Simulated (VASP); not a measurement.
# Cd (P-1) in VASP: single point with PBE

Aim: the single point of Cd with PBE.

Everything below comes from runs of VASP 6.6.1. Logs are shortened: lines on timing, memory, paths and dates and some standing lists are left out, and cuts for length are marked.

### 1 The cell of the first run

The typed cell holds 2 atoms: a = 2.979 Å, b = 2.979 Å, c = 5.618 Å, α = 90.00°, β = 90.00°, γ = 120.00°.

### 2 Single point, PBE

The input, INCAR:

```
ALGO     = Fast           # electronic algorithm
EDIFF    = 1E-6           # SCF threshold, eV
ENCUT    = 520            # plane-wave cutoff, eV
GGA      = PE             # functional
ISIF     = 2              # what is computed and relaxed
ISMEAR   = 0              # smearing method
LASPH    = True           # aspherical terms in the spheres
LCHARG   = False          # write CHGCAR
LREAL    = False          # projectors in reciprocal space
LWAVE    = False          # write WAVECAR
NBANDS   = 19             # bands
NELM     = 60             # most SCF steps
PREC     = Accurate       # precision mode
SIGMA    = 0.05           # smearing width, eV
```

The input, KPOINTS:

```
k-points
0
Gamma
  15 15 6
```

The input, POSCAR:

```
Cd
1.0
    2.9788700000      0.0000000000      0.0000000000
   -1.4894350000      2.5797770946      0.0000000000
    0.0000000000      0.0000000000      5.6176500000
Cd
2
Direct
    0.3108542016      0.6992824169      0.2580997730
    0.6666666667      0.3333333333      0.7500000000
```

Potentials or basis: VASP PAW PBE potentials, release 64 (Cd).

Command:

```sh
> cat potpaw_PBE.64/Cd/POTCAR > POTCAR
> mpirun -np 1 vasp_std > vasp.out
```

OUTCAR:

```text
EDIFF = 1E-6
   ENCUT = 520
   GGA = PE
   ISIF = 2
   ISMEAR = 0
   LASPH = True
   LREAL = False
   NELM = 60
   PREC = Accurate

 ion  position               nearest neighbor table
   1  0.311  0.699  0.258-   2 3.21   2 3.23   2 3.29   2 3.31   2 3.33   2 3.41
   2  0.667  0.333  0.750-   1 3.21   1 3.23   1 3.29   1 3.31   1 3.33   1 3.41

  LATTYP: Found a hexagonal cell.
 ALAT       =     2.9788700000
 C/A-ratio  =     1.8858325472

  Lattice vectors:

 A1 = (   2.9788700000,   0.0000000000,   0.0000000000)
 A2 = (  -1.4894350000,   2.5797770946,   0.0000000000)
 A3 = (   0.0000000000,   0.0000000000,   5.6176500000)

Analysis of symmetry for initial positions (statically):
=====================================================================
 Subroutine PRICEL returns:
 Original cell was already a primitive cell.

 Routine SETGRP: Setting up the symmetry group for a
 hexagonal supercell.

 Subroutine GETGRP returns: Found  2 space group operations
 (whereof  1 operations were pure point group operations)
 out of a pool of 24 trial point group operations.

The static configuration has the point symmetry C_1 .
 The point group associated with its full space group is S_2 .

Analysis of symmetry for dynamics (positions and initial velocities):
=====================================================================
 Subroutine PRICEL returns:
 Original cell was already a primitive cell.

 Routine SETGRP: Setting up the symmetry group for a
 hexagonal supercell.

 Subroutine GETGRP returns: Found  2 space group operations
 (whereof  1 operations were pure point group operations)
 out of a pool of 24 trial point group operations.

The dynamic configuration has the point symmetry C_1 .
 The point group associated with its full space group is S_2 .

 Subroutine INISYM returns: Found  2 space group operations
 (whereof  1 operations are pure point group operations),
 and found     1 'primitive' translations

----------------------------------------------------------------------------------------

                                     Primitive cell

  volume of cell :      43.1706

  direct lattice vectors                    reciprocal lattice vectors
     2.978870000  0.000000000  0.000000000     0.335697765  0.193815195  0.000000000
    -1.489435000  2.579777095  0.000000000     0.000000000  0.387630389  0.000000000
     0.000000000  0.000000000  5.617650000     0.000000000  0.000000000  0.178010378

  length of vectors
     2.978870000  2.978870000  5.617650000     0.387630390  0.387630389  0.178010378

  position of ions in fractional coordinates (direct lattice)
     0.310854202  0.699282417  0.258099773
     0.666666667  0.333333333  0.750000000

  ion indices of the primitive-cell ions
   primitive index   ion index
                 1           1
                 2           2

----------------------------------------------------------------------------------------

 KPOINTS: k-points

Automatic generation of k-mesh.
 Grid dimensions read from file:
 generate k-points for:   15   15    6

 Generating k-lattice:

  Cartesian coordinates                     Fractional coordinates (reciprocal lattice)
     0.022379851  0.012921013  0.000000000     0.066666667  0.000000000  0.000000000
     0.000000000  0.025842026  0.000000000     0.000000000  0.066666667  0.000000000
     0.000000000  0.000000000  0.029668396     0.000000000  0.000000000  0.166666667

  Length of vectors
     0.025842026  0.025842026  0.029668396

  Shift w.r.t. Gamma in fractional coordinates (k-lattice)
     0.000000000  0.000000000  0.000000000

 Subroutine IBZKPT returns following result:
 ===========================================

 Found    676 irreducible k-points:

 Following reciprocal coordinates:
            Coordinates               Weight
  0.000000  0.000000  0.000000      1.000000
  0.066667  0.000000  0.000000      2.000000
  0.000000  0.066667  0.000000      2.000000
 -0.066667  0.066667  0.000000      2.000000
  0.133333  0.000000  0.000000      2.000000
  0.000000  0.133333  0.000000      2.000000
[... 16 lines left out ...]
  0.066667  0.066667  0.000000      2.000000
 -0.066667  0.133333  0.000000      2.000000
 [... further k-points ...]
   k-points           NKPTS =    676   k-points in BZ     NKDIM =    676   number of bands    NBANDS=     19
   number of dos      NEDOS =    301   number of ions     NIONS =      2
   total plane-waves  NPLWV =  24192
   dimension x,y,z NGX =    24 NGY =   24 NGZ =   42
   dimension x,y,z NGXF=    48 NGYF=   48 NGZF=   84
   ions per type =               2
   NGX,Y,Z   is equivalent  to a cutoff of  13.39, 13.39, 12.43 a.u.
   NGXF,Y,Z  is equivalent  to a cutoff of  26.79, 26.79, 24.86 a.u.
 SYSTEM =  unknown system
   PREC   = accura    normal or accurate (medium, high low for compatibility)
   ISTART =      0    job   : 0-new  1-cont  2-samecut
   ICHARG =      2    charge: 1-file 2-atom 10-const
   ISPIN  =      1    spin polarized calculation?
   LNONCOLLINEAR =      F non collinear calculations
   LSORBIT =      F    spin-orbit coupling
   LASPH  =      T    aspherical Exc in radial PAW
   ENCUT  =  520.0 eV  38.22 Ry    6.18 a.u.   5.54  5.54 10.45*2*pi/ulx,y,z
   NELM   =     60;   NELMIN=  2; NELMDL= -5     # of ELM steps
   EDIFF  = 0.1E-05   stopping-criterion for ELM
   LREAL  =      F    real-space projection
   EDIFFG = 0.1E-04   stopping-criterion for IOM
   NSW    =      0    number of steps for IOM
   IBRION =     -1    ionic relax: 0-MD 1-quasi-New 2-CG
   NFREE  =      0    steps in history (QN), initial steepest desc. (CG)
   ISIF   =      2    stress and relaxation
   ISYM   =      2    0-nonsym 1-usesym 2-fastsym
   POTIM  = 0.5000    time-step for ionic-motion
   TEBEG  =    0.0;   TEEND  =   0.0 temperature during run
   PSTRESS=    0.0 pullay stress
   NELECT =      24.0000    total number of electrons
   NUPDOWN=      -1.0000    fix difference up-down
   EMIN   =  10.00;   EMAX   =-10.00  energy-range for DOS
   EFERMI =   0.00;   METHOD = LEGACY
   ISMEAR =     0;   SIGMA  =   0.05  broadening in eV -4-tet -1-fermi 0-gaus
   EFERMI_NEDOS =   21; number of points for ismear=-14 and -15
   IALGO  =     68    algorithm
   IMIX   =      4    mixing-type and parameters
     AMIX     =   0.40;   BMIX     =  1.00
     AMIX_MAG =   1.60;   BMIX_MAG =  1.00
  volume/ion in A,a.u.               =      21.59       145.66
  Fermi-wavevector in a.u.,A,eV,Ry     =   1.346116  2.543790 24.654136  1.812028
  Thomas-Fermi vector in A             =   2.473974
   LORBIT       =      0    0 simple, 1 ext, 2 COOP (PROOUT), +10 PAW based schemes
   GGA     = PE    functional components
   LHFCALC =     F    Hartree Fock is set to
   AEXX    =    0.0000 exact exchange contribution
   IVDW    =     0    specifies the selected vdW correction
   LEPSILON=     F    determine dielectric tensor
   LRPA    =     F    only Hartree local field effects (RPA)
 non-spin polarized calculation
 RMM-DIIS sequential band-by-band and
 Gauss-broadening in eV      SIGMA  =   0.05
  energy-cutoff  :      520.00
  volume of cell :       43.17
 maximum number of plane-waves:      1191
   NGX = 11   NGY = 11   NGZ = 21

 number of electron      23.9999997 magnetization

 Free energy of the ion-electron system (eV)
  ---------------------------------------------------
  ext. energy  EPLUGINS =         0.00000000
  ---------------------------------------------------
  free energy    TOTEN  =        -1.47045110 eV

  energy without entropy =       -1.47001806  energy(sigma->0) =       -1.47023458

 E-fermi :   3.0310     XC(G=0): -11.0330

 val. band max:        3.0140544987   @ k =   0.4667   0.4667   0.5000
 cond. band min:       3.0487807359   @ k =   0.3333   0.3333   0.0000
 fundamental gap:      0.0347262372
 Fermi energy:         3.0309656866

 k-point     1 :       0.0000    0.0000    0.0000
  band No.  band energies     occupation
      1      -6.9189      2.00000
      2      -6.6580      2.00000
      3      -6.3011      2.00000
      4      -6.2834      2.00000
      5      -6.2512      2.00000
      6      -6.2339      2.00000
[... 11 lines left out ...]
     18      18.2214      0.00000
     19      18.4691      0.00000

 k-point     2 :       0.0667    0.0000    0.0000
  band No.  band energies     occupation
      1      -6.8718      2.00000
      2      -6.6166      2.00000
      3      -6.3146      2.00000
      4      -6.2531      2.00000
      5      -6.2462      2.00000
      6      -6.2055      2.00000
[... 11 lines left out ...]
     18      17.8304      0.00000
     19      19.0719      0.00000

 k-point     3 :       0.0000    0.0667    0.0000
  band No.  band energies     occupation
      1      -6.8716      2.00000
      2      -6.6171      2.00000
      3      -6.3159      2.00000
      4      -6.2504      2.00000
      5      -6.2453      2.00000
      6      -6.2071      2.00000
[... 11 lines left out ...]
     18      17.8298      0.00000
     19      19.0479      0.00000

 k-point     4 :      -0.0667    0.0667    0.0000
  band No.  band energies     occupation
      1      -6.8746      2.00000
      2      -6.6125      2.00000
      3      -6.2982      2.00000
      4      -6.2725      2.00000
      5      -6.2598      2.00000
      6      -6.1945      2.00000
[... 407 lines left out ...]
     18      15.6865      0.00000
     19      15.9113      0.00000

 k-point    23 :       0.0667    0.0667    0.0000
  band No.  band energies     occupation
      1      -6.7866      2.00000
      2      -6.5588      2.00000
      3      -6.3457      2.00000
      4      -6.2777      2.00000
      5      -6.1633      2.00000
      6      -6.1284      2.00000
[... 11 lines left out ...]
     18      18.4366      0.00000
     19      18.6341      0.00000

 k-point    24 :      -0.0667    0.1333    0.0000
  band No.  band energies     occupation
      1      -6.7934      2.00000
      2      -6.5515      2.00000
      3      -6.3321      2.00000
      4      -6.2890      2.00000
      5      -6.1643      2.00000
      6      -6.1400      2.00000
[... 11 lines left out ...]
     18      17.9765      0.00000
     19      18.7992      0.00000

 [... further k-points ...]

------------------------ aborting loop because EDIFF is reached ----------------------------------------

  FORCE on cell =-STRESS in cart. coord.  units (eV):
  Direction    XX          YY          ZZ          XY          YZ          ZX
  --------------------------------------------------------------------------------------
  -------------------------------------------------------------------------------------
  Total        0.8610671      0.7629799      1.0140170     -0.0769314      0.0082729     -0.0103174
  in kB       31.9564986     28.3162191     37.6328747     -2.8551304      0.3070291     -0.3829047
  external PRESSURE =      32.6351975 kB  Pullay stress =       0.0000000 kB

 VOLUME and BASIS-vectors are now :
 -----------------------------------------------------------------------------
  energy-cutoff  :      520.00
  volume of cell :       43.17
      direct lattice vectors                 reciprocal lattice vectors
     2.978870000  0.000000000  0.000000000     0.335697765  0.193815195  0.000000000
    -1.489435000  2.579777095  0.000000000     0.000000000  0.387630389  0.000000000
     0.000000000  0.000000000  5.617650000     0.000000000  0.000000000  0.178010378

 POSITION                                       TOTAL-FORCE (eV/Angst)
 -----------------------------------------------------------------------------------
     -0.11554      1.80399      1.44991         0.027099     -0.022653     -0.106052
      1.48944      0.85993      4.21324        -0.027099      0.022653      0.106052
 -----------------------------------------------------------------------------------
    total drift:                                0.000004     -0.000019     -0.000053

  FREE ENERGIE OF THE ION-ELECTRON SYSTEM (eV)
  ---------------------------------------------------
  free  energy   TOTEN  =        -1.4704510951 eV

  energy  without entropy=       -1.4700180584  energy(sigma->0) =       -1.47023458
```

Wall time 2.4 min (1 thread of Intel Xeon 6975P-C (Granite Rapids), shared host); peak memory 0.52 GiB.

What came out:

```yaml
Free_energy: -1.4705 eV
Pressure: 3.3 GPa
Largest_force: 0.112 eV/Å
Band_gap_on_the_k_mesh: zero (bands 12 and 13 overlap by 4.58 eV)
```

Forces on the atoms (eV/Å):
```
Cd   0.027 -0.023 -0.106
Cd  -0.027  0.023  0.106
```

Stress tensor (GPa, compression positive):
```
 3.20 -0.29 -0.04
-0.29  2.83  0.03
-0.04  0.03  3.76
```

Caveat: the cell stands under pressure.
